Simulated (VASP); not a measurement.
# WC (P1) in VASP: a series of runs, part 2 of 2

VASP 6.6.1. Earlier steps stand in the parts before.

## Step 3: Single point, PBE

This run uses another cell than the first one, of 11.25 Å³/atom.

INCAR

```
PREC = Accurate
ENCUT = 520
EDIFF = 1E-6
ISMEAR = 0
SIGMA = 0.1
LREAL = Auto
LASPH = T
NELM = 100
ALGO = Normal
ISIF = 2
LWAVE = F
LCHARG = T
GGA = PE
LELF = T
LVHAR = T
ISYM = 0
NBANDS = 126
```

KPOINTS

```
Automatic mesh
0
Gamma
  2 2 2
  0.5 0.5 0.5
```

POSCAR

```
WC
1.0
   -3.1019269269     -5.3251794215     -2.9123610093
   -2.7421544963      5.1228463398     -2.9219265889
    5.8935492906      0.2104055236     -2.9679083071
W C
12 12
Direct
    0.3294015141      0.2827586209      0.3074781745
    0.1647880478      0.6601727654      0.1807953871
    0.4911265898      0.5002426919      0.0044647306
    0.1620666602      0.1686241625      0.6690091138
    0.3186962505      0.8643303354      0.8618750631
    0.9504199206      0.4838097666      0.4947359666
    0.6600895914      0.1538849600      0.1669447316
    0.8277788927      0.8236273594      0.3344639927
    0.8280945780      0.3368809441      0.8566174290
    0.9898791605     -0.0035786140      1.0014595990
    0.7006749496      0.6652417481      0.6766084073
    0.3295813007      0.5844010034      0.5808453635
    0.7178914964      0.1073688174      0.5196711289
    0.3149925056     -0.0217300732      0.1669981600
    0.4917580372      0.6344628291      0.3287062967
    0.1615065336      0.3306891796     -0.0038259597
    0.4918005674      0.1887533111      0.8556892834
    0.1396156096      0.8120506140      0.5003613676
    1.0029489074      0.1537711820      0.3278397264
    0.6582155970      0.8296018749      0.9985486134
    0.8204927765      0.4940686182      0.1667541364
    0.8315079804     -0.0002365484      0.6613790056
    0.0037909939      0.6693973901      0.8532894919
    0.6419132153      0.2889587330      0.4993032058
```

Potentials or basis: VASP PAW PBE potentials, release 64 (W_sv, C).

On the command line:

```sh
$ cat potpaw_PBE.64/W_sv/POTCAR potpaw_PBE.64/C/POTCAR > POTCAR
$ mpirun -np 1 vasp_std > vasp.out
```

OUTCAR:

```text
PREC = Accurate
   ENCUT = 520
   EDIFF = 1E-6
   ISMEAR = 0
   LREAL = Auto
   LASPH = T
   NELM = 100
   ISIF = 2
   GGA = PE
   ISYM = 0

 ion  position               nearest neighbor table
   1  0.329  0.283  0.307-  14 2.03  24 2.19  16 2.21  19 2.23  15 2.27  12 2.46  10 2.75   7 2.88
                             3 2.90   4 3.00   2 3.07  11 3.30
   2  0.165  0.660  0.181-  14 2.11  23 2.19  18 2.26  15 2.26  16 2.29  21 2.32  12 2.78   9 2.89
                             5 2.92  10 2.99   6 3.02   3 3.06   8 3.06   1 3.07
   3  0.491  0.500  0.004-  17 2.12  15 2.19  20 2.19  16 2.25  21 2.26   1 2.90   8 2.91   4 2.92
                            12 2.93   7 2.98   9 3.04   5 3.05   2 3.06  11 3.06
   4  0.162  0.169  0.669-  19 2.23  22 2.25  17 2.25  16 2.26  18 2.37   5 2.79  12 2.88   3 2.92
                            10 2.97   8 2.98   6 2.98   1 3.00   9 3.16
   5  0.319  0.864  0.862-  14 2.05  17 2.18  23 2.21  18 2.34  20 2.35  12 2.43   7 2.76   4 2.79
                            10 2.87   2 2.92   3 3.05   6 3.27
   6  0.950  0.484  0.495-  21 2.15  24 2.20  18 2.21  23 2.39  19 2.41  12 2.42  13 2.64  11 2.69
                             7 2.79   8 2.80   9 2.93   4 2.98   2 3.02   5 3.27
   7  0.660  0.154  0.167-  17 2.17  20 2.23  21 2.23  24 2.28  19 2.32  13 2.34  14 2.37   5 2.76
                             6 2.79   9 2.85   1 2.88   8 2.90   3 2.98  10 3.03
   8  0.828  0.824  0.334-  18 2.17  19 2.21  21 2.24  20 2.25  22 2.28  15 2.32  13 2.42   6 2.80
                            11 2.85   7 2.90   3 2.91  10 2.94   4 2.98   2 3.06
   9  0.828  0.337  0.857-  21 2.17  23 2.22  16 2.25  17 2.27  13 2.33  24 2.33  22 2.38  11 2.80
                             7 2.85  10 2.88   2 2.89   6 2.93   3 3.04   4 3.16
  10  0.990  0.996  0.001-  19 2.21  16 2.23  23 2.24  22 2.25  14 2.26  20 2.26   1 2.75  11 2.79
                             5 2.87   9 2.88   8 2.94   4 2.97   2 2.99   7 3.03
  11  0.701  0.665  0.677-  23 2.11  22 2.18  20 2.35  15 2.35  12 2.37  24 2.45   6 2.69  10 2.79
                             9 2.80   8 2.85   3 3.06   1 3.30
  12  0.330  0.584  0.581-  18 2.22  15 2.23  11 2.37   6 2.42   5 2.43   1 2.46   2 2.78   4 2.88
                             3 2.93
  13  0.718  0.107  0.520-  24 1.41  22 1.44   9 2.33   7 2.34   8 2.42   6 2.64
  14  0.315  0.978  0.167-   1 2.03   5 2.05   2 2.11  10 2.26   7 2.37
  15  0.492  0.634  0.329-   3 2.19  12 2.23   2 2.26   1 2.27   8 2.32  11 2.35
  16  0.162  0.331  0.996-   1 2.21  10 2.23   3 2.25   9 2.25   4 2.26   2 2.29
[... 163 lines left out ...]
  volume of cell :      269.91
 maximum number of plane-waves:      7270
 NGX is ok and might be reduce to    50
   NGX = 25   NGY = 25   NGZ = 25

 number of electron     216.0000002 magnetization

 Free energy of the ion-electron system (eV)
  ---------------------------------------------------
  ext. energy  EPLUGINS =         0.00000000
  ---------------------------------------------------
  free energy    TOTEN  =      -255.36771993 eV

  energy without entropy =     -255.33292159  energy(sigma->0) =     -255.35032076

 E-fermi :  10.3916     XC(G=0): -13.2464

 val. band max:       10.3657202094   @ k =   0.2500   0.2500   0.2500
 cond. band min:      10.4740315618   @ k =  -0.2500  -0.2500   0.2500
 fundamental gap:      0.1083113524
 Fermi energy:        10.3915829203

 k-point     1 :       0.2500    0.2500    0.2500
  band No.  band energies     occupation
      1     -64.3649      2.00000
      2     -64.3216      2.00000
      3     -64.2546      2.00000
      4     -64.1417      2.00000
      5     -64.0405      2.00000
      6     -64.0065      2.00000
[... 481 lines left out ...]
    119      12.5137      0.00000
    120      12.8238      0.00000
 [bands above 120 left out]

------------------------ aborting loop because EDIFF is reached ----------------------------------------

  FORCE on cell =-STRESS in cart. coord.  units (eV):
  Direction    XX          YY          ZZ          XY          YZ          ZX
  --------------------------------------------------------------------------------------
  -------------------------------------------------------------------------------------
  Total        1.4650731      1.9158576      2.0732827      0.3675847      0.0528653      0.0143338
  in kB        8.6967629     11.3726474     12.3071321      2.1820051      0.3138118      0.0850864
  external PRESSURE =      10.7921808 kB  Pullay stress =       0.0000000 kB

 VOLUME and BASIS-vectors are now :
 -----------------------------------------------------------------------------
  energy-cutoff  :      520.00
  volume of cell :      269.91
      direct lattice vectors                 reciprocal lattice vectors
    -3.101926927 -5.325179421 -2.912361009    -0.054053480 -0.093954928 -0.113997958
    -2.742154496  5.122846340 -2.921926589    -0.060826481  0.097702147 -0.113860254
     5.893549291  0.210405524 -2.967908307     0.112925915 -0.003991981 -0.112977038

 POSITION                                       TOTAL-FORCE (eV/Angst)
 -----------------------------------------------------------------------------------
      0.01499     -0.24090     -2.69810        -0.007320     -0.060477      0.025577
     -1.25593      2.54248     -2.94548        -0.011802      0.005053     -0.004405
     -2.86887     -0.05173     -2.90526         0.000480      0.016605      0.028897
      2.97773      0.14156     -2.95026        -0.014866     -0.000592     -0.021044
      1.72080      2.91206     -6.01163         0.025721      0.045689     -0.056139
     -1.35906     -2.47858     -5.64995         0.067273      0.032331      0.067158
[... 16 lines left out ...]
      3.18155      3.58857     -4.49946        -0.013539     -0.020399      0.004519
      0.15913     -1.83296     -4.19569         0.001280      0.023175      0.019594
 -----------------------------------------------------------------------------------
    total drift:                               -0.020727     -0.012161      0.004287

  FREE ENERGIE OF THE ION-ELECTRON SYSTEM (eV)
  ---------------------------------------------------
  free  energy   TOTEN  =      -255.3677199343 eV

  energy  without entropy=     -255.3329215925  energy(sigma->0) =     -255.35032076
```

stdout:

```text
POSCAR found type information on POSCAR W C
 POSCAR found :  2 types and      24 ions
 scaLAPACK will be used
 LDA part: xc-table for (Slater+PW92), standard interpolation
 POSCAR, INCAR and KPOINTS ok, starting setup
 FFT: planning ... GRIDC
 FFT: planning ... GRID_SOFT
 FFT: planning ... GRID
 WAVECAR not read
 entering main loop
```

Run time: 4.9 min. Hardware: 1 thread of Intel Xeon Platinum 8259CL at 2.50GHz (Skylake/Cascade Lake), shared host; peak memory 0.38 GiB.

Results:

```yaml
Free_energy: -255.3677 eV
Pressure: 1.1 GPa
Largest_force: 0.126 eV/Å
Band_gap_on_the_k_mesh: 0.11 eV (least direct gap 0.20 eV)
```

Forces in eV/Å, atoms in the order of the input:
```
W   -0.007 -0.060  0.026
W   -0.012  0.005 -0.004
W    0.000  0.017  0.029
W   -0.015 -0.001 -0.021
W    0.026  0.046 -0.056
W    0.067  0.032  0.067
W   -0.002  0.001  0.001
W   -0.020 -0.002  0.009
W    0.011  0.017 -0.004
W    0.015  0.015  0.012
W   -0.017 -0.083 -0.093
W    0.015  0.014  0.036
C    0.015  0.011  0.024
C    0.010 -0.013 -0.029
C   -0.023  0.001 -0.012
C    0.009  0.004 -0.003
C   -0.017 -0.010  0.008
C   -0.016  0.016 -0.022
C   -0.005  0.003 -0.006
C   -0.007 -0.002  0.016
C   -0.024 -0.005  0.009
C    0.009 -0.009 -0.011
C   -0.014 -0.020  0.005
C    0.001  0.023  0.020
```

Levels at points of the mesh, in eV from the valence-band top:
```tsv
k point	band 106	band 107	band 108	band 109	band 110	band 111
(0.25, 0.25, 0.25)	-0.75	-0.29	0.00	0.20	0.46	0.76
```

Caveat: spin-orbit coupling is left out, which moves the levels of the heavy elements; a shifted mesh leaves out Γ, where band edges can lie.
